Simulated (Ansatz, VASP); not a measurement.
**Two plane-wave programs on Se**

Contents of POSCAR:

```
Se
1.0
    0.0000000000      2.1702437318      2.1702437318
    2.1702437318      0.0000000000      2.1702437318
    2.1702437318      2.1702437318      0.0000000000
Se
1
Direct
    0.0000000000      0.0000000000      0.0000000000
```

INCAR.step1

```
PREC     = Accurate       # precision mode
ENCUT    = 520            # plane-wave cutoff, eV
ISMEAR   = -1             # smearing method
SIGMA    = 0.1            # smearing width, eV
LREAL    = False          # projectors in reciprocal space
LASPH    = True           # aspherical terms in the spheres
NELM     = 150            # most SCF steps
MAGMOM   = 0 0 0          # initial moments
LSORBIT  = True           # spin-orbit coupling
GGA_COMPAT= False        
NBANDS   = 17             # bands
GGA      = PE             # functional
ALGO     = Normal         # electronic algorithm
EDIFF    = 1E-4           # SCF threshold, eV
LWAVE    = True           # write WAVECAR
LCHARG   = False          # write CHGCAR
```

Contents of INCAR.step2:

```
PREC     = Accurate       # precision mode
ENCUT    = 520            # plane-wave cutoff, eV
EDIFF    = 1E-6           # SCF threshold, eV
ISMEAR   = -1             # smearing method
SIGMA    = 0.1            # smearing width, eV
LREAL    = False          # projectors in reciprocal space
LASPH    = True           # aspherical terms in the spheres
NELM     = 150            # most SCF steps
ALGO     = Normal         # electronic algorithm
ISIF     = 2              # what is computed and relaxed
LWAVE    = False          # write WAVECAR
LCHARG   = False          # write CHGCAR
MAGMOM   = 0 0 0          # initial moments
LORBIT   = 11             # projections on sites
LSORBIT  = True           # spin-orbit coupling
GGA_COMPAT= False        
LORBMOM  = True         
METAGGA  = R2SCAN         # meta-GGA
LMIXTAU  = True         
NBANDS   = 17             # bands
ISTART   = 1
```

The input KPOINTS:

```
regular mesh
0
Gamma
  12 12 12
```

Input for Ansatz:

```yaml
crystal:
  lattice:
    - [0.0, 2.1702437318, 2.1702437318]
    - [2.1702437318, 0.0, 2.1702437318]
    - [2.1702437318, 2.1702437318, 0.0]
  atoms:
    - { symbol: Se, position: [0.0, 0.0, 0.0] }
hamiltonian:
  xc: r2scan
  pseudopotentials:
    kind: paw_fr
    azcp:
      Se: "pseudopotentials/Se.paw.azcp"
basis:
  ecutwfc: 500
  fft_grid_basis: typed
kpoints:
  mp_grid: { grid: [12, 12, 12], shift: [0, 0, 0] }
magnetization:
  noncollinear: true
  spin_orbit: true
scf:
  occupations: { method: fermi_dirac, width: 0.1 }
output:
  write_density: true
  write_potential: true
  elf: true
  volumetric_format: npy
```

Alike in both runs: task single point; functional r2SCAN; k mesh 12 × 12 × 12; occupations fermi-dirac, width 0.1 eV; non-collinear spin, spin-orbit coupling.

|  | VASP | Ansatz |
| --- | --- | --- |
| version | VASP 6.6.1 | Ansatz 0.2.0 |
| potentials or method | VASP PAW PBE potentials, release 64 (Se), cutoff 520 eV | plane waves (500 eV) with PAW, fully relativistic with spin-orbit coupling |
| valence electrons in the cell | 6 | 16 |

|  | VASP | Ansatz | Ansatz less VASP |
| --- | --- | --- | --- |
| net moment per atom (μB) | 0.00 | 0.00 | 0.000 |

VASP's potentials were made for PBE, not for r2SCAN. VASP's potentials hold 6 valence electrons a cell and Ansatz's 16, so a difference there can come from the potentials and not from the codes.
